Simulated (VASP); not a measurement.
**HfGa2As2: single point with PBE**

The system is HfGa2As2.

```
Hf Ga As
1.0
     4.63219    0.00000    0.00000
    -2.31610    4.01160    0.00000
     0.00000    0.00000    5.43791
Hf Ga As
1 2 2
Direct
  0.00000 0.00000 0.09247
  0.33333 0.66667 0.79034
  0.66667 0.33333 0.79034
  0.33333 0.66667 0.30424
  0.66667 0.33333 0.30424
```

The cell was generated, and may not be a known phase.

- Program: VASP 6.6.1
- Task: single point
- Functional: PBE
- Potentials or basis: VASP PAW PBE potentials, release 64 (Hf_pv, Ga_d, As)
- Cutoff: 520 eV
- k mesh: 12 × 12 × 8
- Occupations: gaussian, width 0.1 eV
- Spin: no spin polarisation

The pressure is 0.0 GPa, the largest force is 0.007 eV/Å and the band gap on the k mesh is zero (bands 23 and 24 overlap by 1.16 eV).

Forces in eV/Å, atoms in the order of the input:
```
Hf   0.000  0.000 -0.002
Ga   0.000  0.000  0.007
Ga   0.000  0.000  0.007
As   0.000  0.000 -0.006
As   0.000  0.000 -0.006
```

Stress tensor (GPa, compression positive):
```
-0.04  0.00  0.00
 0.00 -0.04  0.00
 0.00  0.00  0.07
```

Levels at points of the mesh, in eV from the Fermi level:
```
           k point  band 19  band 20  band 21  band 22  band 23  band 24  band 25  band 26  band 27  band 28
(0.00, 0.00, 0.00)    -4.82    -1.12    -1.12    -0.84     0.28     0.57     0.57     0.88     1.01     1.01
(0.50, 0.00, 0.00)    -4.33    -3.77    -3.54    -1.65     0.00     0.60     1.64     1.88     3.21     3.53
(0.00, 0.00, 0.50)    -2.59    -1.69    -1.34    -1.34    -0.89    -0.89     0.08     1.61     1.61     2.29
(0.50, 0.00, 0.50)    -3.60    -2.01    -1.01    -0.56     0.09     0.95     0.97     2.45     2.57     2.62
```

It took 7.3 min on 1 thread of Oxide Virtual Turin-like Processor (shared host), peak memory 0.4 GiB.

Caveat: spin-orbit coupling is left out, which moves the levels of the heavy elements.
